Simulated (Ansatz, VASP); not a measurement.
**CuI in VASP and in Ansatz**

INCAR

```
SYSTEM = CuI
PREC     = Accurate       ! precision mode
ENCUT    = 520            ! plane-wave cutoff, eV
EDIFF    = 1E-8           ! SCF threshold, eV
ISMEAR   = -1             ! smearing method
SIGMA    = 0.03           ! smearing width, eV
LREAL    = .FALSE.        ! projectors in reciprocal space
LASPH    = .TRUE.         ! aspherical terms in the spheres
NELM     = 80             ! most SCF steps
ALGO     = Normal         ! electronic algorithm
ISIF     = 2              ! what is computed and relaxed
LWAVE    = .FALSE.        ! write WAVECAR
LCHARG   = .FALSE.        ! write CHGCAR
GGA      = PE             ! functional
LEFG     = .TRUE.       
NBANDS   = 16             ! bands
```

KPOINTS

```
regular mesh
0
G
  9 9 9
  0 0 0
```

The input POSCAR:

```
CuI
1.0
    0.0000000000      3.0315000000      3.0315000000
    3.0315000000      0.0000000000      3.0315000000
    3.0315000000      3.0315000000      0.0000000000
Cu I
1 1
Direct
    0.7500000000      0.7500000000      0.7500000000
    0.0000000000      0.0000000000      0.0000000000
```

Input for Ansatz:

```yaml
crystal:
  lattice:
    - [0.0, 3.0315, 3.0315]
    - [3.0315, 0.0, 3.0315]
    - [3.0315, 3.0315, 0.0]
  atoms:
    - { symbol: Cu, position: [0.75, 0.75, 0.75] }
    - { symbol: I, position: [0.0, 0.0, 0.0] }
kpoints:
  mp_grid: { grid: [9, 9, 9] }
  band_path:
    path:
      - [0.0, 0.0, 0.0]
      - [-0.5, -0.5, 0.0]
      - [-0.375, -0.375, 0.25]
      - [-0.375, 0.0, 0.375]
      - [0.0, 0.0, 0.0]
      - [0.0, 0.0, 0.5]
      - [-0.5, -0.25, 0.25]
      - [-0.5, -0.5, 0.0]
    npoints: 8
scf:
  occupations: { method: fermi_dirac, width: 0.03 }
hamiltonian:
  xc: pbe
  pseudopotentials: { kind: all_electron, datasets: crystal }
output:
  forces: true
  stress: true
  eigenvalues: true
  efg: { contact_densities: true }
```

Alike in both runs: task electric field gradients; functional PBE; k mesh 9 × 9 × 9; occupations fermi-dirac, width 0.03 eV; no spin polarisation.

|  | VASP | Ansatz |
| --- | --- | --- |
| version | VASP 6.6.1 | Ansatz 0.2.0 |
| potentials or method | VASP PAW PBE potentials, release 64 (Cu, I), cutoff 520 eV | all-electron PAW with datasets made for the crystal, scalar-relativistic |

Ansatz gave:

```
gap on the k mesh at the Fermi level (eV) : 1.12
pressure (GPa)                            : 0.3
```

Problem. Estimate VASP's values.

Solution. gap on the k mesh at the Fermi level (eV): 1.14; pressure (GPa): 0.4.

Ansatz ran all-electron here, and VASP with PAW potentials.

Neither program's run includes spin-orbit coupling.
